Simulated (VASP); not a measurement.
# AlN: relaxation of cell and atoms with LDA

Crystal: AlN.

```
Al N
1.0
     0.00000    2.03452    2.03452
     2.03452    0.00000    2.03452
     2.03452    2.03452    0.00000
Al N
1 1
Direct
  0.50000 0.50000 0.50000
  0.00000 0.00000 0.00000
```

* Program: VASP 6.6.1
* Task: relaxation of cell and atoms
* Functional: LDA
* Potentials or basis: VASP PAW LDA potentials, release 64 (Al, N)
* Cutoff: 600 eV
* k mesh: 8 × 8 × 8
* Occupations: gaussian, width 0.1 eV
* Spin: no spin polarisation
* Dipole correction: no
* Further INCAR settings: ALGO = Normal; EDIFF = 1e-07; IBRION = 2; EDIFFG = -0.05; NSW = 100; ISIF = 3

```json
{"Relaxed volume": "8.08 Å³/atom", "Relaxed cell": "a = 2.838 Å, b = 2.838 Å, c = 2.838 Å, α = 60.00°, β = 60.00°, γ = 60.00°", "Space group after relaxing (to 0.05 Å)": "Fm-3m (No. 225)", "Energy gained by relaxing": "11.6 meV/atom", "Ionic steps": "3", "Pressure after relaxing": "-0.1 GPa", "Band gap on the k mesh": "4.67 eV, indirect (least direct gap 6.09 eV)"}
```

Step by step:
| step | energy change (eV) | largest force (eV/Å) | pressure (GPa) | volume (Å³) |
| --- | --- | --- | --- | --- |
| 1 | 0.0000 | 0.0000 | -10.55 | 16.84 |
| 2 | -0.0003 | 0.0000 | 12.00 | 15.53 |
| 3 | -0.0233 | 0.0000 | -0.07 | 16.16 |

Final structure:
```yaml
crystal:
  lattice:
    - [0.00000, 2.00685, 2.00685]
    - [2.00685, 0.00000, 2.00685]
    - [2.00685, 2.00685, 0.00000]
  atoms:
    - { symbol: Al, position: [0.50000, 0.50000, 0.50000] }
    - { symbol: N, position: [0.00000, 0.00000, 0.00000] }
```

Levels at points of the mesh, in eV from the valence-band top:
```csv
k point,band 2,band 3,band 4,band 5,band 6,band 7
"(0.00, 0.00, 0.00)",0.00,0.00,0.00,6.09,12.09,12.09
"(0.50, 0.00, 0.00)",-8.49,-1.12,-1.12,6.27,10.98,10.98
"(0.50, 0.50, 0.00)",-7.56,-2.87,-2.87,4.67,5.16,14.16
```

It took 5.8 s on 1 thread of Intel(R) Xeon(R) Platinum 8488C (Sapphire Rapids), on a shared host, peak memory 0.13 GiB.

A k mesh can miss the band edges. A hybrid or GW would open this gap; LDA tends to underestimate it.
